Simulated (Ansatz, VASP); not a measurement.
# One calculation of Ba3Rh, two programs

```
Ba Rh
1.0
     4.97269    0.00000    0.00000
     0.00000    4.97269    0.00000
     0.00000    0.00000    4.97269
Ba Rh
3 1
Direct
  0.00000 0.50000 0.50000
  0.50000 0.00000 0.50000
  0.50000 0.50000 0.00000
  0.00000 0.00000 0.00000
```

Alike in both runs: task relaxation of cell and atoms; functional PBE; k mesh 4 × 4 × 4; occupations gaussian, width 0.1 eV; no spin polarisation.

|  | VASP | Ansatz |
| --- | --- | --- |
| version | VASP 6.6.1 | Ansatz 0.2.0 |
| potentials or method | VASP PAW PBE potentials, release 64 (Ba_sv, Rh_sv_GW), cutoff 620 eV | scalar-relativistic, plane waves, PAW |
| valence electrons in the cell | 47 | 47 |

|  | VASP | Ansatz | Ansatz less VASP |
| --- | --- | --- | --- |
| gap on the k mesh at the Fermi level, each at its own relaxed structure (eV) | none | none | - |
| relaxed volume (Å³/atom) | 37.99 | 36.83 | -1.158 |
| relaxed length of the cell vector where the two differ most in proportion (Å) | 5.336 | 5.281 | -0.0548 |

A gap of «none» marks a metal or a gap that the smearing closes.

Neither program's run includes spin-orbit coupling. Noted on VASP's run: the volume moved by over 15 % at a fixed basis, so the end points are rough.
